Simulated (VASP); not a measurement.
Here is a VASP 6.6.1 calculation.

Contents of INCAR:

```
SYSTEM = MgO
  ALGO = Normal
  EDIFF = 1E-8
  ENCUT = 520
  GGA = PE
  IBRION = 8
  ISIF = 2
  ISMEAR = 0
  LASPH = .True.
  LCHARG = .False.
  LEPSILON = .True.
  LREAL = .False.
  LWAVE = .False.
  NBANDS = 11
  NELM = 100
  NSW = 1
  PREC = Accurate
  SIGMA = 0.01
```

The input KPOINTS:

```
k-points
0
Gamma
  10 10 10
  0 0 0
```

Contents of POSCAR:

```
MgO
1.0
    0.0000000000      2.0519905552      2.0519905552
    2.0519905552      0.0000000000      2.0519905552
    2.0519905552      2.0519905552      0.0000000000
Mg O
1 1
Direct
    0.0000000000      0.0000000000      0.0000000000
    0.5000000000      0.5000000000      0.5000000000
```

Potentials or basis: VASP PAW PBE potentials, release 64 (Mg, O).

Launch:

```bash
$ cat potpaw_PBE.64/Mg/POTCAR potpaw_PBE.64/O/POTCAR > POTCAR
$ mpirun -np 1 vasp_std > vasp.out
```

Problem. Predict the electronic dielectric tensor (diagonal).

Solution. 3.05.

Problem. Predict the Born charges (mean of the diagonal).

Solution. Mg +1.94; O -1.94 e.

Problem. Estimate the highest phonon frequency at Γ, LO-TO splitting left out.

Solution. 469 cm⁻¹.

Phonon frequencies in cm⁻¹ (negative: imaginary):
| q point | frequencies |
| --- | --- |
| (0.000, 0.000, 0.000) | 0 0 0 469 469 469 |

Caveat: the cell wasn't relaxed at this level first, which shifts response properties.
